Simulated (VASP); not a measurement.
Here is a VASP 6.6.1 calculation.

INCAR

```
  PREC = Accurate
  ENCUT = 520
  EDIFF = 1E-7
  ISMEAR = -1
  SIGMA = 0.02
  LREAL = False
  LASPH = True
  NELM = 100
  ALGO = Normal
  ISIF = 2
  LWAVE = False
  LCHARG = False
  GGA = PE
  NBANDS = 16
```

File KPOINTS:

```
Automatic mesh
0
Gamma
  6 6 6
```

POSCAR

```
HgTe
1.0
    0.0000000000      3.4171470602      3.4171470602
    3.4171470602      0.0000000000      3.4171470602
    3.4171470602      3.4171470602      0.0000000000
Hg Te
1 1
Direct
    0.0000000000      0.0000000000      0.0000000000
    0.2500000000      0.2500000000      0.2500000000
```

Potentials or basis: VASP PAW PBE potentials, release 64 (Hg, Te).

Launch:

```sh
$ cat potpaw_PBE.64/Hg/POTCAR potpaw_PBE.64/Te/POTCAR > POTCAR
$ mpirun -np 1 vasp_std > vasp.out
```

Problem. Predict the pressure.

Solution. -2.2 GPa.

Problem. Predict the band gap on the k mesh.

Solution. Zero (filled and empty bands touch).

Caveat: the cell differs from its parent crystal (strain +3.9%); semilocal functionals underestimate gaps, and a narrow one can read as zero; spin-orbit coupling is left out, which moves the levels of the heavy elements.
